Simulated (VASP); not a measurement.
Runs of VASP 6.6.1 on TaAs. The structure is that of space group I4_1md (No. 109), or close to it. The cells are those of the table. 

```tsv
level	potentials or basis	cell	gap on the mesh (eV)	pressure (GPa)	largest force (eV/Å)
PBE	VASP PAW PBE potentials, release 64 (Ta_pv, As)	a = 6.348 Å, angles 148.6, 148.6, 45.1°, 4 atoms	0.05	3.1	0.02
r2SCAN	VASP PAW PBE potentials, release 64 (Ta_pv, As)	a = 6.348 Å, angles 148.6, 148.6, 45.1°, 4 atoms	(c)	0.5	-
PBEsol	VASP PAW PBE potentials, release 64 (Ta_pv, As)	a = 6.284 Å, angles 148.3, 148.3, 45.4°, 4 atoms	-	0.7	-
LDA	VASP PAW LDA potentials, release 64 (Ta_pv, As)	a = 6.348 Å, angles 148.6, 148.6, 45.1°, 4 atoms	0.03	(b)	0.01
LDA	VASP PAW LDA potentials, release 64 (Ta_pv, As)	a = 6.243 Å, angles 148.4, 148.4, 45.4°, 4 atoms	(a)	1.2	0.01
```

Alike in all rows: task single point; no spin polarisation; k mesh 10 × 10 × 10; cutoff (eV) 520; smearing fermi-dirac 0.02 eV.

**Question.** Fill in the values left out.

**Answer.** (a) 0.01; (b) -6.1; (c) 0.06.

Caveats: spin-orbit coupling is left out, which moves the levels of the heavy elements; the PAW data sets were made with another functional, which shifts forces and pressure a little (some runs).

A k mesh can miss the band edges, and the runs leave out spin-orbit coupling on As, Ta.
